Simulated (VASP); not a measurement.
# Rh (P6_3/mmc) in VASP: notebook

Rh is run at these levels: PBE; tasks: single point.

All numbers are computed with VASP 6.6.1; they aren't measurements. Logs are shortened: lines on timing, memory, paths and dates and some standing lists are left out, and cuts for length are marked.

## Step 1: The cell of the first run

It takes space group P6_3/mmc (No. 194, hexagonal). Conventional cell: a = 2.725 Å, b = 2.725 Å, c = 4.385 Å, α = 90.00°, β = 90.00°, γ = 120.00°. Within 3.6 Å of Rh (site symmetry -6m2) lie 12 Rh at 2.70 to 2.72 Å.

## Step 2: Single point, PBE

File INCAR:

```
PREC = Accurate
ENCUT = 520
EDIFF = 1E-7
ISMEAR = 0
SIGMA = 0.15
LREAL = False
LASPH = True
NELM = 60
ALGO = Fast
ISIF = 2
LWAVE = False
LCHARG = False
GGA = PE
NBANDS = 22
```

File KPOINTS:

```
Automatic mesh
0
Gamma
  30 30 16
```

File POSCAR:

```
Rh
1.0
    2.7247891234      0.0000000000      0.0000000000
   -1.3623945617      2.3597366008      0.0000000000
    0.0000000000      0.0000000000      4.3848426969
Rh
2
Direct
    0.6666666667      0.3333333333      0.7500000000
    0.3333333333      0.6666666667      0.2500000000
```

Potentials or basis: VASP PAW PBE potentials, release 64 (Rh_pv).

Launch:

```
$ cat potpaw_PBE.64/Rh_pv/POTCAR > POTCAR
$ mpirun -np 1 vasp_std > vasp.out
```

OUTCAR:

```text
PREC = Accurate
   ENCUT = 520
   EDIFF = 1E-7
   ISMEAR = 0
   LREAL = False
   LASPH = True
   NELM = 60
   ISIF = 2
   GGA = PE

 ion  position               nearest neighbor table
   1  0.667  0.333  0.750-   2 2.70   2 2.70   2 2.70   2 2.70   2 2.70   2 2.70
   2  0.333  0.667  0.250-   1 2.70   1 2.70   1 2.70   1 2.70   1 2.70   1 2.70

  LATTYP: Found a hexagonal cell.
 ALAT       =     2.7247891234
 C/A-ratio  =     1.6092411186

  Lattice vectors:

 A1 = (   2.7247891234,   0.0000000000,   0.0000000000)
 A2 = (  -1.3623945617,   2.3597366008,   0.0000000000)
 A3 = (   0.0000000000,   0.0000000000,   4.3848426969)

Analysis of symmetry for initial positions (statically):
=====================================================================
 Subroutine PRICEL returns:
 Original cell was already a primitive cell.

 Routine SETGRP: Setting up the symmetry group for a
 hexagonal supercell.

 Subroutine GETGRP returns: Found 24 space group operations
 (whereof 12 operations were pure point group operations)
 out of a pool of 24 trial point group operations.

The static configuration has the point symmetry D_3d.
 The point group associated with its full space group is D_6h.

Analysis of symmetry for dynamics (positions and initial velocities):
=====================================================================
 Subroutine PRICEL returns:
 Original cell was already a primitive cell.

 Routine SETGRP: Setting up the symmetry group for a
 hexagonal supercell.

 Subroutine GETGRP returns: Found 24 space group operations
 (whereof 12 operations were pure point group operations)
 out of a pool of 24 trial point group operations.

The dynamic configuration has the point symmetry D_3d.
 The point group associated with its full space group is D_6h.

 Subroutine INISYM returns: Found 24 space group operations
 (whereof 12 operations are pure point group operations),
 and found     1 'primitive' translations

----------------------------------------------------------------------------------------

                                     Primitive cell

  volume of cell :      28.1936

  direct lattice vectors                    reciprocal lattice vectors
     2.724789123  0.000000000  0.000000000     0.367000878  0.211888056  0.000000000
    -1.362394562  2.359736601  0.000000000     0.000000000  0.423776111  0.000000000
     0.000000000  0.000000000  4.384842697     0.000000000  0.000000000  0.228058352

  length of vectors
     2.724789123  2.724789123  4.384842697     0.423776111  0.423776111  0.228058352

  position of ions in fractional coordinates (direct lattice)
     0.666666667  0.333333333  0.750000000
     0.333333333  0.666666667  0.250000000

  ion indices of the primitive-cell ions
   primitive index   ion index
                 1           1
                 2           2

----------------------------------------------------------------------------------------

 KPOINTS: Automatic mesh

Automatic generation of k-mesh.
 Grid dimensions read from file:
 generate k-points for:   30   30   16

 Generating k-lattice:

  Cartesian coordinates                     Fractional coordinates (reciprocal lattice)
     0.012233363  0.007062935  0.000000000     0.033333333  0.000000000  0.000000000
     0.000000000  0.014125870  0.000000000     0.000000000  0.033333333  0.000000000
     0.000000000  0.000000000  0.014253647     0.000000000  0.000000000  0.062500000

  Length of vectors
     0.014125870  0.014125870  0.014253647

  Shift w.r.t. Gamma in fractional coordinates (k-lattice)
     0.000000000  0.000000000  0.000000000

 Subroutine IBZKPT returns following result:
 ===========================================

 Found    819 irreducible k-points:

 Following reciprocal coordinates:
            Coordinates               Weight
  0.000000  0.000000  0.000000      1.000000
  0.033333  0.000000  0.000000      6.000000
  0.066667  0.000000  0.000000      6.000000
  0.100000  0.000000  0.000000      6.000000
  0.133333  0.000000  0.000000      6.000000
  0.166667  0.000000  0.000000      6.000000
[... 16 lines left out ...]
  0.233333  0.033333  0.000000     12.000000
  0.266667  0.033333  0.000000     12.000000
 [... further k-points ...]
   k-points           NKPTS =    819   k-points in BZ     NKDIM =    819   number of bands    NBANDS=     22
   number of dos      NEDOS =    301   number of ions     NIONS =      2
   total plane-waves  NPLWV =  14400
   dimension x,y,z NGX =    20 NGY =   20 NGZ =   36
   dimension x,y,z NGXF=    40 NGYF=   40 NGZF=   72
   ions per type =               2
   NGX,Y,Z   is equivalent  to a cutoff of  12.20, 12.20, 13.65 a.u.
   NGXF,Y,Z  is equivalent  to a cutoff of  24.40, 24.40, 27.30 a.u.
 SYSTEM =  unknown system
   PREC   = accura    normal or accurate (medium, high low for compatibility)
   ISTART =      0    job   : 0-new  1-cont  2-samecut
   ICHARG =      2    charge: 1-file 2-atom 10-const
   ISPIN  =      1    spin polarized calculation?
   LNONCOLLINEAR =      F non collinear calculations
   LSORBIT =      F    spin-orbit coupling
   LASPH  =      T    aspherical Exc in radial PAW
   ENCUT  =  520.0 eV  38.22 Ry    6.18 a.u.   5.07  5.07  8.15*2*pi/ulx,y,z
   NELM   =     60;   NELMIN=  2; NELMDL= -5     # of ELM steps
   EDIFF  = 0.1E-06   stopping-criterion for ELM
   LREAL  =      F    real-space projection
   EDIFFG = 0.1E-05   stopping-criterion for IOM
   NSW    =      0    number of steps for IOM
   IBRION =     -1    ionic relax: 0-MD 1-quasi-New 2-CG
   NFREE  =      0    steps in history (QN), initial steepest desc. (CG)
   ISIF   =      2    stress and relaxation
   ISYM   =      2    0-nonsym 1-usesym 2-fastsym
   POTIM  = 0.5000    time-step for ionic-motion
   TEBEG  =    0.0;   TEEND  =   0.0 temperature during run
   PSTRESS=    0.0 pullay stress
   NELECT =      30.0000    total number of electrons
   NUPDOWN=      -1.0000    fix difference up-down
   EMIN   =  10.00;   EMAX   =-10.00  energy-range for DOS
   EFERMI =   0.00;   METHOD = LEGACY
   ISMEAR =     0;   SIGMA  =   0.15  broadening in eV -4-tet -1-fermi 0-gaus
   EFERMI_NEDOS =   21; number of points for ismear=-14 and -15
   IALGO  =     68    algorithm
   IMIX   =      4    mixing-type and parameters
     AMIX     =   0.40;   BMIX     =  1.00
     AMIX_MAG =   1.60;   BMIX_MAG =  1.00
  volume/ion in A,a.u.               =      14.10        95.13
  Fermi-wavevector in a.u.,A,eV,Ry     =   1.671341  3.158377 38.006258  2.793381
  Thomas-Fermi vector in A             =   2.756681
   LORBIT       =      0    0 simple, 1 ext, 2 COOP (PROOUT), +10 PAW based schemes
   GGA     = PE    functional components
   LHFCALC =     F    Hartree Fock is set to
   AEXX    =    0.0000 exact exchange contribution
   IVDW    =     0    specifies the selected vdW correction
   LEPSILON=     F    determine dielectric tensor
   LRPA    =     F    only Hartree local field effects (RPA)
 non-spin polarized calculation
 RMM-DIIS sequential band-by-band and
 Gauss-broadening in eV      SIGMA  =   0.15
  energy-cutoff  :      520.00
  volume of cell :       28.19
 maximum number of plane-waves:       780
   NGX = 11   NGY = 11   NGZ = 17

 number of electron      30.0000011 magnetization

 Free energy of the ion-electron system (eV)
  ---------------------------------------------------
  ext. energy  EPLUGINS =         0.00000000
  ---------------------------------------------------
  free energy    TOTEN  =       -14.46041500 eV

  energy without entropy =      -14.42225101  energy(sigma->0) =      -14.44133301

 E-fermi :  11.5463     XC(G=0): -13.8691

 val. band max:       11.5459455842   @ k =   0.2333   0.2333   0.3750
 cond. band min:      11.5464952502   @ k =   0.4000  -0.0000   0.0625
 fundamental gap:      0.0005496659
 Fermi energy:        11.5462704756

 k-point     1 :       0.0000    0.0000    0.0000
  band No.  band energies     occupation
      1     -35.5702      2.00000
      2     -34.9625      2.00000
      3     -34.9625      2.00000
      4     -34.8743      2.00000
      5     -34.8610      2.00000
      6     -34.8610      2.00000
[... 14 lines left out ...]
     21      29.7151      0.00000
     22      30.2406      0.00000

 k-point     2 :       0.0333    0.0000    0.0000
  band No.  band energies     occupation
      1     -35.5679      2.00000
      2     -34.9678      2.00000
      3     -34.9643      2.00000
      4     -34.8753      2.00000
      5     -34.8665      2.00000
      6     -34.8618      2.00000
[... 14 lines left out ...]
     21      29.7587      0.00000
     22      30.2745      0.00000

 k-point     3 :       0.0667    0.0000    0.0000
  band No.  band energies     occupation
      1     -35.5607      2.00000
      2     -34.9836      2.00000
      3     -34.9694      2.00000
      4     -34.8830      2.00000
      5     -34.8784      2.00000
      6     -34.8643      2.00000
[... 14 lines left out ...]
     21      29.8848      0.00000
     22      30.3422      0.00000

 k-point     4 :       0.1000    0.0000    0.0000
  band No.  band energies     occupation
      1     -35.5491      2.00000
      2     -35.0091      2.00000
      3     -34.9778      2.00000
      4     -34.9094      2.00000
      5     -34.8835      2.00000
      6     -34.8684      2.00000
[... 14 lines left out ...]
     21      30.0761      0.00000
     22      30.3150      0.00000

 k-point     5 :       0.1333    0.0000    0.0000
  band No.  band energies     occupation
      1     -35.5331      2.00000
      2     -35.0433      2.00000
      3     -34.9888      2.00000
      4     -34.9445      2.00000
      5     -34.8907      2.00000
      6     -34.8739      2.00000
[... 14 lines left out ...]
     21      30.1005      0.00000
     22      30.2884      0.00000

 k-point     6 :       0.1667    0.0000    0.0000
  band No.  band energies     occupation
      1     -35.5132      2.00000
      2     -35.0847      2.00000
      3     -35.0019      2.00000
      4     -34.9866      2.00000
      5     -34.9000      2.00000
      6     -34.8808      2.00000
[... 14 lines left out ...]
     21      30.0336      0.00000
     22      30.3426      0.00000

 k-point     7 :       0.2000    0.0000    0.0000
  band No.  band energies     occupation
      1     -35.4899      2.00000
      2     -35.1314      2.00000
      3     -35.0336      2.00000
      4     -35.0165      2.00000
      5     -34.9113      2.00000
      6     -34.8888      2.00000
[... 324 lines left out ...]
      6     -34.8792      2.00000
[... 14 lines left out ...]
     21      29.7292      0.00000
     22      30.4102      0.00000

 k-point    21 :       0.1667    0.0333    0.0000
  band No.  band energies     occupation
      1     -35.5003      2.00000
      2     -35.1085      2.00000
      3     -35.0270      2.00000
      4     -34.9964      2.00000
      5     -34.9062      2.00000
      6     -34.8870      2.00000
[... 14 lines left out ...]
     21      29.3314      0.00000
     22      30.1708      0.00000

 k-point    22 :       0.2000    0.0333    0.0000
  band No.  band energies     occupation
      1     -35.4755      2.00000
      2     -35.1567      2.00000
      3     -35.0670      2.00000
      4     -35.0198      2.00000
      5     -34.9186      2.00000
      6     -34.8957      2.00000
[... 14 lines left out ...]
     21      28.7128      0.00000
     22      29.4925      0.00000

 k-point    23 :       0.2333    0.0333    0.0000
  band No.  band energies     occupation
      1     -35.4481      2.00000
      2     -35.2073      2.00000
      3     -35.1139      2.00000
      4     -35.0383      2.00000
      5     -34.9329      2.00000
      6     -34.9048      2.00000
[... 14 lines left out ...]
     21      27.9737      0.00000
     22      28.8295      0.00000

 k-point    24 :       0.2667    0.0333    0.0000
  band No.  band energies     occupation
      1     -35.4189      2.00000
      2     -35.2579      2.00000
      3     -35.1617      2.00000
      4     -35.0551      2.00000
      5     -34.9492      2.00000
      6     -34.9141      2.00000
[... 14 lines left out ...]
     21      27.2226      0.00000
     22      28.2144      0.00000

 [... further k-points ...]
[... 5 lines left out ...]
  --------------------------------------------------------------------------------------
  -------------------------------------------------------------------------------------
  Total        0.0071057      0.0071057      0.1008338      0.0000000      0.0000000      0.0000000
  in kB        0.4037988      0.4037988      5.7301559      0.0000000      0.0000000      0.0000000
  external PRESSURE =       2.1792512 kB  Pullay stress =       0.0000000 kB

 VOLUME and BASIS-vectors are now :
 -----------------------------------------------------------------------------
  energy-cutoff  :      520.00
  volume of cell :       28.19
      direct lattice vectors                 reciprocal lattice vectors
     2.724789123  0.000000000  0.000000000     0.367000878  0.211888056  0.000000000
    -1.362394562  2.359736601  0.000000000     0.000000000  0.423776111  0.000000000
     0.000000000  0.000000000  4.384842697     0.000000000  0.000000000  0.228058352

 POSITION                                       TOTAL-FORCE (eV/Angst)
 -----------------------------------------------------------------------------------
      1.36239      0.78658      3.28863        -0.000000      0.000000      0.000000
     -0.00000      1.57316      1.09621         0.000000     -0.000000      0.000000
 -----------------------------------------------------------------------------------
    total drift:                                0.000000     -0.000000      0.000000

  FREE ENERGIE OF THE ION-ELECTRON SYSTEM (eV)
  ---------------------------------------------------
  free  energy   TOTEN  =       -14.4604150030 eV

  energy  without entropy=      -14.4222510087  energy(sigma->0) =      -14.44133301
```

Run time: 3.5 min. Hardware: 1 thread of Intel Xeon 6975P-C (Granite Rapids), shared host; peak memory 0.46 GiB.

What came out:

| Quantity | Value |
| --- | --- |
| Free energy | -14.4604 eV |
| Pressure | 0.2 GPa |
| Band gap on the k mesh | zero (band 15 reaches 12.16 eV, above the bottom of band 16 at 9.84 eV) |

## Step 3: Single point, PBE (equal strain along all axes, cell held: -2.0 %)

File INCAR:

```
SYSTEM = Rh
ALGO     = Fast           ! electronic algorithm
EDIFF    = 1E-6           ! SCF threshold, eV
ENCUT    = 520            ! plane-wave cutoff, eV
GGA      = PE             ! functional
ISIF     = 2              ! what is computed and relaxed
ISMEAR   = 0              ! smearing method
LASPH    = .True.         ! aspherical terms in the spheres
LCHARG   = .True.         ! write CHGCAR
LELF     = .True.         ! ELF
LREAL    = .False.        ! projectors in reciprocal space
LVHAR    = .True.       
LWAVE    = .False.        ! write WAVECAR
NBANDS   = 22             ! bands
NELM     = 100            ! most SCF steps
PREC     = Accurate       ! precision mode
SIGMA    = 0.1            ! smearing width, eV
```

File KPOINTS:

```
k-points
0
Gamma
  18 18 10
  0 0 0
```

File POSCAR:

```
Rh
1.0
    2.6702934593      0.0000000000      0.0000000000
   -1.3351467296      2.3125419713      0.0000000000
    0.0000000000      0.0000000000      4.2971456529
Rh
2
Direct
    0.6666666667      0.3333333333      0.7500000000
    0.3333333333      0.6666666667      0.2500000000
```

Potentials or basis: VASP PAW PBE potentials, release 64 (Rh_pv).

Launch:

```
$ cat potpaw_PBE.64/Rh_pv/POTCAR > POTCAR
$ mpirun -np 1 vasp_std > vasp.out
```

It took 2 min on 1 thread of Intel Xeon Platinum 8375C at 2.90GHz (Ice Lake), shared host; peak memory 0.21 GiB.

Results (log left out):

```
Free energy            : -14.3613 eV
Pressure               : 18.2 GPa
Band gap on the k mesh : zero (band 15 reaches 13.36 eV, above the bottom of band 16 at 10.79 eV)
```

Stress tensor (GPa, compression positive):
```
18.00  0.00  0.00
 0.00 18.00  0.00
 0.00  0.00 18.58
```

Levels at points of the mesh, in eV from the Fermi level:
```
           k point  band 13  band 14  band 15  band 16  band 17  band 18
(0.00, 0.00, 0.00)    -2.66    -2.08    -2.08     0.12     0.12     0.72
(0.50, 0.00, 0.00)    -2.31     0.42     0.67     0.76     3.13     5.32
(0.00, 0.00, 0.50)    -3.35    -3.35    -0.47    -0.47    -0.47    -0.47
(0.50, 0.00, 0.50)    -0.36    -0.36     0.62     0.62     2.72     2.72
```

Caveat: the cell differs from its parent crystal (equal strain along all axes, cell held: -2.0 %).

## Step 4: Single point, PBE (equal strain along all axes, cell held: +4.0 %)

File INCAR:

```
SYSTEM = Rh
  PREC = Accurate
  ENCUT = 520
  EDIFF = 1E-6
  ISMEAR = 0
  SIGMA = 0.1
  LREAL = .FALSE.
  LASPH = .TRUE.
  NELM = 80
  ALGO = Fast
  ISIF = 2
  LWAVE = .FALSE.
  LCHARG = .FALSE.
  GGA = PE
  NBANDS = 22
```

File KPOINTS:

```
regular mesh
0
G
  18 18 10
  0 0 0
```

File POSCAR:

```
Rh
1.0
    2.8337808139      0.0000000000      0.0000000000
   -1.4168904070      2.4541261736      0.0000000000
    0.0000000000      0.0000000000      4.5602362031
Rh
2
Direct
    0.6666666667      0.3333333333      0.7500000000
    0.3333333333      0.6666666667      0.2500000000
```

Launch:

```
$ cat potpaw_PBE.64/Rh_pv/POTCAR > POTCAR
$ mpirun -np 1 vasp_std > vasp.out
```

Wall time 2.4 min (1 thread of Intel Xeon Platinum 8375C at 2.90GHz (Ice Lake), shared host); peak memory 0.24 GiB.

Results (log left out):

```yaml
Free_energy: -14.1804 eV
Pressure: -22.0 GPa
Band_gap_on_the_k_mesh: zero (band 15 reaches 10.03 eV, above the bottom of band 16 at 8.14 eV)
```

Stress tensor (GPa, compression positive):
```
-21.78   0.00   0.00
  0.00 -21.78   0.00
  0.00   0.00 -22.45
```

Levels at points of the mesh, in eV from the Fermi level:
| k point | band 11 | band 12 | band 13 | band 14 | band 15 | band 16 | band 17 | band 18 | band 19 | band 20 |
| --- | --- | --- | --- | --- | --- | --- | --- | --- | --- | --- |
| (0.00, 0.00, 0.00) | -2.42 | -2.00 | -2.00 | -1.56 | -1.56 | 0.10 | 0.10 | 0.96 | 7.39 | 15.76 |
| (0.50, 0.00, 0.00) | -2.15 | -1.79 | -1.73 | 0.30 | 0.48 | 0.55 | 2.62 | 4.44 | 9.37 | 9.81 |
| (0.00, 0.00, 0.50) | -2.52 | -2.52 | -2.52 | -2.52 | -0.37 | -0.37 | -0.37 | -0.37 | 14.10 | 14.10 |
| (0.50, 0.00, 0.50) | -1.35 | -1.35 | -0.21 | -0.21 | 0.45 | 0.45 | 2.50 | 2.50 | 8.02 | 8.02 |

Caveat: the cell differs from its parent crystal (equal strain along all axes, cell held: +4.0 %).

## Step 5: The runs side by side

| cell | k mesh | smearing | further INCAR settings | gap on the mesh (eV) | pressure (GPa) |
| --- | --- | --- | --- | --- | --- |
| a = 2.725, b = 2.725, c = 4.385 Å, angles 90.0, 90.0, 120.0°, 2 atoms | 30 × 30 × 16 | gaussian 0.15 eV | ALGO = Fast; EDIFF = 1e-07; NBANDS = 22 | none | 0.2 |
| a = 2.670, b = 2.670, c = 4.297 Å, angles 90.0, 90.0, 120.0°, 2 atoms | 18 × 18 × 10 | gaussian 0.1 eV | ALGO = Fast; EDIFF = 1e-06; NBANDS = 22 | none | 18.2 |
| a = 2.834, b = 2.834, c = 4.560 Å, angles 90.0, 90.0, 120.0°, 2 atoms | 18 × 18 × 10 | gaussian 0.1 eV | ALGO = Fast; EDIFF = 1e-06; NBANDS = 22 | none | -22.0 |

Alike in all rows: task single point; level PBE; potentials or basis VASP PAW PBE potentials, release 64 (Rh_pv); no spin polarisation; cutoff (eV) 520.

Absolute energies hang on the potentials; compare differences alone.
